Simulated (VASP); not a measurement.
# Si3C (P-6m2) in VASP: single point with PBE

Aim: the single point of Si3C with PBE.

All numbers are computed with VASP 6.6.1; they aren't measurements. Logs are shortened: lines on timing, memory, paths and dates and some standing lists are left out, and cuts for length are marked.

## (1) The cell of the first run

Symmetry: P-6m2, No. 187, hexagonal system. Conventional cell: a = 2.772 Å, b = 2.772 Å, c = 8.774 Å, α = 90.00°, β = 90.00°, γ = 120.00°. Si (site symmetry 3m) has 9 Si at 2.72 to 2.77 Å and 3 C at 2.72 Å within 3.6 Å. Si (site symmetry -6m2) has 12 Si at 2.72 to 2.77 Å within 3.6 Å. Within 3.6 Å of C (site symmetry -6m2) lie 6 Si at 2.72 Å and 6 C at 2.77 Å.

## (2) Single point, PBE, collinear spin, ferromagnetic start

INCAR reads:

```
SYSTEM = Si3C
ALGO     = Normal         ! electronic algorithm
EDIFF    = 1E-6           ! SCF threshold, eV
ENCUT    = 600            ! plane-wave cutoff, eV
GGA      = PE             ! functional
GGA_COMPAT= .False.      
ISIF     = 2              ! what is computed and relaxed
ISMEAR   = 0              ! smearing method
ISPIN    = 2              ! spin polarisation
LASPH    = .True.         ! aspherical terms in the spheres
LCHARG   = .False.        ! write CHGCAR
LORBIT   = 11             ! projections on sites
LREAL    = .False.        ! projectors in reciprocal space
LWAVE    = .False.        ! write WAVECAR
MAGMOM   = 0 0 0 1        ! initial moments
NBANDS   = 20             ! bands
NELM     = 200            ! most SCF steps
PREC     = Accurate       ! precision mode
SIGMA    = 0.1            ! smearing width, eV
```

KPOINTS reads:

```
k-points
0
Gamma
  6 6 2
  0 0 0
```

POSCAR reads:

```
Si3C
1.0
    2.7723150700      0.0000000000      0.0000000000
   -1.3861575400      2.4008952800      0.0000000000
    0.0000000000      0.0000000000      8.7743206900
Si C
3 1
Direct
    0.3333333300      0.6666666700      0.7500000000
    0.3333333300      0.6666666700      0.2500000000
    0.6666666700      0.3333333300      0.0000000000
    0.6666666700      0.3333333300      0.5000000000
```

Potentials or basis: VASP PAW PBE potentials, release 64 (Si, C).

The run is started by

```
cat potpaw_PBE.64/Si/POTCAR potpaw_PBE.64/C/POTCAR > POTCAR
mpirun -np 1 vasp_std > vasp.out
```

OUTCAR:

```text
SYSTEM = Si3C
   EDIFF = 1E-6
   ENCUT = 600
   GGA = PE
   ISIF = 2
   ISMEAR = 0
   ISPIN = 2
   LASPH = .True.
   LORBIT = 11
   LREAL = .False.
   NELM = 200
   PREC = Accurate

 ion  position               nearest neighbor table
   1  0.333  0.667  0.750-   3 2.72   3 2.72   3 2.72
   2  0.333  0.667  0.250-   3 2.72   3 2.72   3 2.72
   3  0.667  0.333  0.000-   1 2.72   2 2.72   1 2.72   2 2.72   1 2.72   2 2.72
   4  0.667  0.333  0.500-

  LATTYP: Found a hexagonal cell.
 ALAT       =     2.7723150700
 C/A-ratio  =     3.1649796176

  Lattice vectors:

 A1 = (   2.7723150700,   0.0000000000,   0.0000000000)
 A2 = (  -1.3861575400,   2.4008952800,   0.0000000000)
 A3 = (   0.0000000000,   0.0000000000,   8.7743206900)

Analysis of symmetry for initial positions (statically):
=====================================================================
 Subroutine PRICEL returns:
 Original cell was already a primitive cell.

 Routine SETGRP: Setting up the symmetry group for a
 hexagonal supercell.

 Subroutine GETGRP returns: Found 12 space group operations
 (whereof 12 operations were pure point group operations)
 out of a pool of 24 trial point group operations.

The static configuration has the point symmetry D_3h.

Analysis of symmetry for dynamics (positions and initial velocities):
=====================================================================
 Subroutine PRICEL returns:
 Original cell was already a primitive cell.

 Routine SETGRP: Setting up the symmetry group for a
 hexagonal supercell.

 Subroutine GETGRP returns: Found 12 space group operations
 (whereof 12 operations were pure point group operations)
 out of a pool of 24 trial point group operations.

The dynamic configuration has the point symmetry D_3h.

Analysis of structural, dynamic, and magnetic symmetry:
=====================================================================
 Subroutine PRICEL returns:
 Original cell was already a primitive cell.

 Routine SETGRP: Setting up the symmetry group for a
 hexagonal supercell.

 Subroutine GETGRP returns: Found 12 space group operations
 (whereof 12 operations were pure point group operations)
 out of a pool of 24 trial point group operations.

The overall configuration has the point symmetry D_3h.

 Subroutine INISYM returns: Found 12 space group operations
 (whereof 12 operations are pure point group operations),
 and found     1 'primitive' translations

----------------------------------------------------------------------------------------

                                     Primitive cell

  volume of cell :      58.4022

  direct lattice vectors                    reciprocal lattice vectors
     2.772315070  0.000000000  0.000000000     0.360709362  0.208255648  0.000000000
    -1.386157540  2.400895280  0.000000000     0.000000000  0.416511294  0.000000000
     0.000000000  0.000000000  8.774320690     0.000000000  0.000000000  0.113968937

  length of vectors
     2.772315070  2.772315074  8.774320690     0.416511295  0.416511294  0.113968937

  position of ions in fractional coordinates (direct lattice)
     0.333333330  0.666666670  0.750000000
     0.333333330  0.666666670  0.250000000
     0.666666670  0.333333330  0.000000000
     0.666666670  0.333333330  0.500000000

  ion indices of the primitive-cell ions
   primitive index   ion index
                 1           1
                 2           2
                 3           3
                 4           4

----------------------------------------------------------------------------------------

 KPOINTS: k-points

Automatic generation of k-mesh.
 Grid dimensions read from file:
 generate k-points for:    6    6    2

 Generating k-lattice:

  Cartesian coordinates                     Fractional coordinates (reciprocal lattice)
     0.060118227  0.034709275  0.000000000     0.166666667  0.000000000  0.000000000
     0.000000000  0.069418549  0.000000000     0.000000000  0.166666667  0.000000000
     0.000000000  0.000000000  0.056984468     0.000000000  0.000000000  0.500000000

  Length of vectors
     0.069418549  0.069418549  0.056984468

  Shift w.r.t. Gamma in fractional coordinates (k-lattice)
     0.000000000  0.000000000  0.000000000

 Subroutine IBZKPT returns following result:
 ===========================================

 Found     14 irreducible k-points:

 Following reciprocal coordinates:
            Coordinates               Weight
  0.000000  0.000000  0.000000      1.000000
  0.166667 -0.000000  0.000000      6.000000
  0.333333  0.000000  0.000000      6.000000
  0.500000  0.000000  0.000000      3.000000
  0.166667  0.166667  0.000000      6.000000
  0.333333  0.166667  0.000000     12.000000
  0.333333  0.333333  0.000000      2.000000
  0.000000  0.000000  0.500000      1.000000
  0.166667 -0.000000  0.500000      6.000000
  0.333333  0.000000  0.500000      6.000000
  0.500000  0.000000  0.500000      3.000000
  0.166667  0.166667  0.500000      6.000000
  0.333333  0.166667  0.500000     12.000000
  0.333333  0.333333  0.500000      2.000000
   k-points           NKPTS =     14   k-points in BZ     NKDIM =     14   number of bands    NBANDS=     20
   number of dos      NEDOS =    301   number of ions     NIONS =      4
   total plane-waves  NPLWV =  40320
   dimension x,y,z NGX =    24 NGY =   24 NGZ =   70
   dimension x,y,z NGXF=    48 NGYF=   48 NGZF=  140
   ions per type =               3   1
   NGX,Y,Z   is equivalent  to a cutoff of  14.39, 14.39, 13.26 a.u.
   NGXF,Y,Z  is equivalent  to a cutoff of  28.78, 28.78, 26.53 a.u.
 SYSTEM =  Si3C
   PREC   = accura    normal or accurate (medium, high low for compatibility)
   ISTART =      0    job   : 0-new  1-cont  2-samecut
   ICHARG =      2    charge: 1-file 2-atom 10-const
   ISPIN  =      2    spin polarized calculation?
   LNONCOLLINEAR =      F non collinear calculations
   LSORBIT =      F    spin-orbit coupling
   LASPH  =      T    aspherical Exc in radial PAW
   ENCUT  =  600.0 eV  44.10 Ry    6.64 a.u.   5.54  5.54 17.52*2*pi/ulx,y,z
   NELM   =    200;   NELMIN=  2; NELMDL= -5     # of ELM steps
   EDIFF  = 0.1E-05   stopping-criterion for ELM
   LREAL  =      F    real-space projection
   EDIFFG = 0.1E-04   stopping-criterion for IOM
   NSW    =      0    number of steps for IOM
   IBRION =     -1    ionic relax: 0-MD 1-quasi-New 2-CG
   NFREE  =      0    steps in history (QN), initial steepest desc. (CG)
   ISIF   =      2    stress and relaxation
   ISYM   =      2    0-nonsym 1-usesym 2-fastsym
   POTIM  = 0.5000    time-step for ionic-motion
   TEBEG  =    0.0;   TEEND  =   0.0 temperature during run
   PSTRESS=    0.0 pullay stress
   NELECT =      16.0000    total number of electrons
   NUPDOWN=      -1.0000    fix difference up-down
   EMIN   =  10.00;   EMAX   =-10.00  energy-range for DOS
   EFERMI =   0.00;   METHOD = LEGACY
   ISMEAR =     0;   SIGMA  =   0.10  broadening in eV -4-tet -1-fermi 0-gaus
   EFERMI_NEDOS =   21; number of points for ismear=-14 and -15
   IALGO  =     38    algorithm
   IMIX   =      4    mixing-type and parameters
     AMIX     =   0.40;   BMIX     =  1.00
     AMIX_MAG =   1.60;   BMIX_MAG =  1.00
  volume/ion in A,a.u.               =      14.60        98.53
  Fermi-wavevector in a.u.,A,eV,Ry     =   1.063257  2.009265 15.381606  1.130516
  Thomas-Fermi vector in A             =   2.198736
   LORBIT       =     11    0 simple, 1 ext, 2 COOP (PROOUT), +10 PAW based schemes
   GGA     = PE    functional components
   LHFCALC =     F    Hartree Fock is set to
   AEXX    =    0.0000 exact exchange contribution
   IVDW    =     0    specifies the selected vdW correction
   LEPSILON=     F    determine dielectric tensor
   LRPA    =     F    only Hartree local field effects (RPA)
 spin polarized calculation
 Gauss-broadening in eV      SIGMA  =   0.10
  energy-cutoff  :      600.00
  volume of cell :       58.40
 maximum number of plane-waves:      1992
 NGX is ok and might be reduce to    24
   NGX = 11   NGY = 11   NGZ = 35

 number of electron      16.0000001 magnetization       0.0044377

 number of electron      16.0000001 magnetization      -0.0005756

 Free energy of the ion-electron system (eV)
  ---------------------------------------------------
  ext. energy  EPLUGINS =         0.00000000
  ---------------------------------------------------
  free energy    TOTEN  =       -19.01910927 eV

  energy without entropy =      -19.01158268  energy(sigma->0) =      -19.01534598

 E-fermi :   7.7857     XC(G=0): -10.7925

 val. band max:        7.6727529870   @ k =   0.1667   0.1667   0.5000
 cond. band min:       7.8200614542   @ k =   0.1667   0.1667   0.5000
 fundamental gap:      0.1473084671
 Fermi energy:         7.7856900516

 spin component 1

 k-point     1 :       0.0000    0.0000    0.0000
  band No.  band energies     occupation
      1      -6.1619      1.00000
      2      -4.2081      1.00000
      3      -4.0665      1.00000
      4       0.4681      1.00000
      5       1.9613      1.00000
      6       8.9659      0.00000
[... 298 lines left out ...]
      6       4.1258      1.00000
[... 12 lines left out ...]
     19      19.9590      0.00000
     20      21.1480      0.00000
 Fermi energy:         7.7856900516

 spin component 2

 k-point     1 :       0.0000    0.0000    0.0000
  band No.  band energies     occupation
      1      -6.1623      1.00000
      2      -4.2084      1.00000
      3      -4.0664      1.00000
      4       0.4680      1.00000
      5       1.9612      1.00000
      6       8.9659      0.00000
[... 311 lines left out ...]
     19      19.9588      0.00000
     20      21.1479      0.00000

------------------------ aborting loop because EDIFF is reached ----------------------------------------

  FORCE on cell =-STRESS in cart. coord.  units (eV):
  Direction    XX          YY          ZZ          XY          YZ          ZX
  --------------------------------------------------------------------------------------
  -------------------------------------------------------------------------------------
  Total       -4.0018956     -4.0018956     -5.5986367      0.0000000      0.0000000      0.0000000
  in kB     -109.7860179   -109.7860181   -153.5902195      0.0000002      0.0000000      0.0000000
  external PRESSURE =    -124.3874185 kB  Pullay stress =       0.0000000 kB

 VOLUME and BASIS-vectors are now :
 -----------------------------------------------------------------------------
  energy-cutoff  :      600.00
  volume of cell :       58.40
      direct lattice vectors                 reciprocal lattice vectors
     2.772315070  0.000000000  0.000000000     0.360709362  0.208255648  0.000000000
    -1.386157540  2.400895280  0.000000000     0.000000000  0.416511294  0.000000000
     0.000000000  0.000000000  8.774320690     0.000000000  0.000000000  0.113968937

 POSITION                                       TOTAL-FORCE (eV/Angst)
 -----------------------------------------------------------------------------------
     -0.00000      1.60060      6.58074        -0.000000     -0.000000     -1.628468
     -0.00000      1.60060      2.19358        -0.000000      0.000000      1.628468
      1.38616      0.80030      0.00000        -0.000000      0.000000      0.000000
      1.38616      0.80030      4.38716         0.000000      0.000000      0.000000
 -----------------------------------------------------------------------------------
    total drift:                               -0.000004      0.000002      0.000000

  FREE ENERGIE OF THE ION-ELECTRON SYSTEM (eV)
  ---------------------------------------------------
  free  energy   TOTEN  =       -19.0191092710 eV

  energy  without entropy=      -19.0115826793  energy(sigma->0) =      -19.01534598

 total charge

# of ion       s       p       d       tot
------------------------------------------
    1        0.843   0.642   0.000   1.485
    2        0.843   0.642   0.000   1.485
    3        0.828   0.713   0.000   1.540
    4        1.030   0.973   0.000   2.004
--------------------------------------------------
tot          3.544   2.971   0.000   6.515

 magnetization (x)

# of ion       s       p       d       tot
------------------------------------------
    1       -0.000  -0.000   0.000  -0.000
    2       -0.000  -0.000   0.000  -0.000
    3       -0.000  -0.000   0.000  -0.000
    4        0.000   0.000   0.000   0.000
--------------------------------------------------
tot         -0.000  -0.000   0.000  -0.000
```

Run time: 37 s. Hardware: 1 thread of Intel Xeon 6975P-C, shared host; peak memory 0.22 GiB.

What came out:

| Item | Value |
| --- | --- |
| Free energy | -19.0191 eV |
| Pressure | -12.4 GPa |
| Largest force | 1.628 eV/Å |
| Band gap on the k mesh | zero (filled and empty bands overlap) |
| Net moment | 0.00 μB per cell |
| Valence electrons inside the program's atomic spheres | Si 1.49, 1.54; C 2.00 |

Forces on the atoms (eV/Å):
```
Si   0.000  0.000 -1.628
Si   0.000  0.000  1.628
Si   0.000  0.000  0.000
C    0.000  0.000  0.000
```

Levels at points of the mesh, in eV from the Fermi level:
Spin up:
```csv
k point,band 5,band 6,band 7,band 8,band 9,band 10,band 11,band 12
"(0.00, 0.00, 0.00)",-5.82,1.18,1.98,3.13,3.13,8.02,8.02,8.81
"(0.50, 0.00, 0.00)",-5.46,-4.72,-1.83,-1.31,-0.92,1.13,1.57,3.47
"(0.00, 0.00, 0.50)",-2.96,-2.44,3.13,3.13,4.95,7.30,7.99,7.99
"(0.50, 0.00, 0.50)",-5.12,-3.73,-3.07,-2.94,1.42,1.59,2.02,3.29
```
Spin down:
```tsv
k point	band 6	band 7	band 8	band 9	band 10	band 11
(0.00, 0.00, 0.00)	1.18	1.98	3.13	3.13	8.02	8.02
(0.50, 0.00, 0.00)	-4.72	-1.83	-1.31	-0.92	1.13	1.57
(0.00, 0.00, 0.50)	-2.44	3.13	3.13	4.95	7.30	7.99
(0.50, 0.00, 0.50)	-3.73	-3.07	-2.94	1.42	1.59	2.02
```

Caveat: the k points lie up to 0.44 Å⁻¹ apart; forces of over 1 eV/Å act on the atoms, so gaps and moduli don't describe the material at rest.
